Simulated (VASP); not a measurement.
Wanted: the native input for a VASP 6.6.1 run.

| Item | Value |
| --- | --- |
| Task | relaxation of cell and atoms |
| Functional | PBE |
| Potentials or basis | VASP PAW PBE potentials, release 64 (Si, C) |
| Cutoff | 600 eV |
| k mesh | 4 × 4 × 4 |
| Occupations | gaussian, width 0.1 eV |
| Spin | collinear spin |
| Starting moments | [0.0, 1.0, 1.0, 1.0, 1.0, 1.0] μB |
| Dipole correction | no |
| Further INCAR settings | ALGO = Normal; EDIFF = 1e-07; IBRION = 2; EDIFFG = -0.04; NSW = 90; ISIF = 3 |

The structure of SiC5 lies in POSCAR:

```
SiC5
1.0
    0.0000000000      3.4395548100      3.4395548100
    3.4395548100      0.0000000000      3.4395548100
    3.4395548100      3.4395548100      0.0000000000
Si C
1 5
Direct
    0.5000000000      0.5000000000      0.5000000000
    0.3719714300      0.8760095200      0.8760095200
    0.8760095200      0.8760095200      0.8760095200
    0.2500000000      0.2500000000      0.2500000000
    0.8760095200      0.8760095200      0.3719714300
    0.8760095200      0.3719714300      0.8760095200
```

The cell was built from a structure type or drawn by symmetry, and may not be a known phase.

The input as run:

INCAR

```
PREC = Accurate ; ENCUT = 600
EDIFF = 1E-7 ; ISMEAR = 0
SIGMA = 0.1 ; LREAL = False
LASPH = True ; NELM = 150
ALGO = Normal ; ISIF = 3
LWAVE = False ; LCHARG = False
ISPIN = 2 ; MAGMOM = 0 1 1 1 1 1
LORBIT = 11 ; GGA = PE
IBRION = 2 ; NSW = 90
EDIFFG = -0.04
```

KPOINTS

```
Automatic mesh
0
Gamma
  4 4 4
```

Potentials or basis: VASP PAW PBE potentials, release 64 (Si, C).

Run with:

```console
$ cat potpaw_PBE.64/Si/POTCAR potpaw_PBE.64/C/POTCAR > POTCAR
$ mpirun -np 1 vasp_std > vasp.out
```

It gave:

The relaxed volume is 9.52 Å³/atom and the relaxed cell is a = 4.324 Å, b = 4.324 Å, c = 4.324 Å, α = 60.00°, β = 60.00°, γ = 60.00°. The space group after relaxing (to 0.1 Å) is F-43m (No. 216). The energy gained by relaxing is 1196.7 meV/atom, the ionic steps are 16 and the pressure after relaxing is -0.1 GPa. The largest force after relaxing is 0.003 eV/Å, the band gap on the k mesh is zero (filled and empty bands overlap) and the net moment is 0.00 μB per cell. The valence electrons inside the program's atomic spheres are Si 1.37; C 2.33, 2.00 (each value once).

Caveat: the k points lie up to 0.44 Å⁻¹ apart in the final cell; the volume moved by over 15 % at a fixed basis, so the end points are rough; semilocal functionals underestimate gaps, so a narrow gap can read as zero.

It took 15 min on 1 thread of Intel Xeon 8259CL, with other jobs on the host, peak memory 0.28 GiB.
